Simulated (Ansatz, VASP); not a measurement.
**SrC8: VASP beside Ansatz**

```xyz
9
Lattice="4.9849 0.0000 0.0000 -2.4924 4.3170 0.0000 0.0000 0.0000 4.8383" Properties=species:S:1:pos:R:3 pbc="T T T"
Sr    0.0000    0.0000    2.4192
C     0.0000    2.8780    0.0000
C     1.2509    0.7222    0.0000
C     2.4924    2.8726    0.0000
C     3.7340    0.7222    0.0000
C    -1.2416    3.5948    0.0000
C     0.0000    1.4444    0.0000
C     1.2416    3.5948    0.0000
C     2.4924    1.4390    0.0000
```

Alike in both runs: task relaxation of cell and atoms; functional PBE; dispersion D3(BJ); k mesh 9 × 9 × 8; occupations gaussian, width 0.1 eV; no spin polarisation.

|  | VASP | Ansatz |
| --- | --- | --- |
| version | VASP 6.6.1 | Ansatz 0.2.0 |
| potentials or method | VASP PAW PBE potentials, release 64 (Sr_sv, C), cutoff 600 eV | scalar-relativistic, plane waves, PAW |
| valence electrons in the cell | 42 | 42 |

VASP gave:

| Item | Value |
| --- | --- |
| gap on the k mesh at the Fermi level, each at its own relaxed structure (eV) | none |
| relaxed volume (Å³/atom) | 11.54 |
| relaxed length of the cell vector where the two differ most in proportion (Å) | 4.821 |

Q: What did Ansatz give for the same quantities?

A: gap on the k mesh at the Fermi level, each at its own relaxed structure (eV): none; relaxed volume (Å³/atom): 11.53; relaxed length of the cell vector where the two differ most in proportion (Å): 4.818.

A gap of «none» marks a metal or a gap that the smearing closes.
